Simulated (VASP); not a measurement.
A run of VASP 6.6.1:

Contents of POSCAR:

```
InSe
1.0
    4.0862767286      0.0000000000      0.0000000000
   -2.0431383643      3.5388194539      0.0000000000
    0.0000000000      0.0000000000     18.7098153950
In Se
4 4
Direct
    0.3333333333      0.6666666667      0.1745454412
    0.6666666667      0.3333333333      0.6745454412
    0.3333333333      0.6666666667      0.3254545588
    0.6666666667      0.3333333333      0.8254545588
    0.3333333333      0.6666666667      0.6065305082
    0.6666666667      0.3333333333      0.1065305082
    0.3333333333      0.6666666667      0.8934694918
    0.6666666667      0.3333333333      0.3934694918
```

Contents of INCAR.step1:

```
SYSTEM = InSe
PREC = Accurate
ENCUT = 400
EDIFF = 1E-6
ISMEAR = 0
SIGMA = 0.02
LREAL = .False.
LASPH = .True.
NELM = 120
ALGO = Normal
ISIF = 2
LWAVE = .False.
LCHARG = .True.
GGA = PE
NBANDS = 48
GGA_COMPAT = .False.
NEDOS = 2001
LORBIT = 11
```

KPOINTS.step1

```
regular mesh
0
Gamma
  12 12 2
  0 0 0
```

INCAR.step2

```
SYSTEM = InSe
PREC = Accurate
ENCUT = 400
EDIFF = 1E-6
ISMEAR = -5
SIGMA = 0.02
LREAL = .False.
LASPH = .True.
NELM = 120
ALGO = Normal
ISIF = 2
LWAVE = .False.
LCHARG = .False.
GGA = PE
LORBIT = 10
NEDOS = 2001
ICHARG = 11
GGA_COMPAT = .False.
```

Contents of KPOINTS.step2:

```
regular mesh
0
Gamma
  18 18 3
  0 0 0
```

Potentials or basis: VASP PAW PBE potentials, release 64 (In_d, Se).

The run is started by

```bash
$ cat potpaw_PBE.64/In_d/POTCAR potpaw_PBE.64/Se/POTCAR > POTCAR
$ cp INCAR.step1 INCAR
$ cp KPOINTS.step1 KPOINTS
$ mpirun -np 1 vasp_std > vasp.out
$ cp INCAR.step2 INCAR
$ cp KPOINTS.step2 KPOINTS
$ mpirun -np 1 vasp_std > vasp.out
```

Hardware: 1 thread of Intel Xeon 8259CL (shared host).

**Question.** How long does it take, and how much memory?

**Answer.** Run time: 21 min on 1 thread of Intel Xeon 8259CL (shared host), peak memory 0.61 GiB. Counts: k points 74.
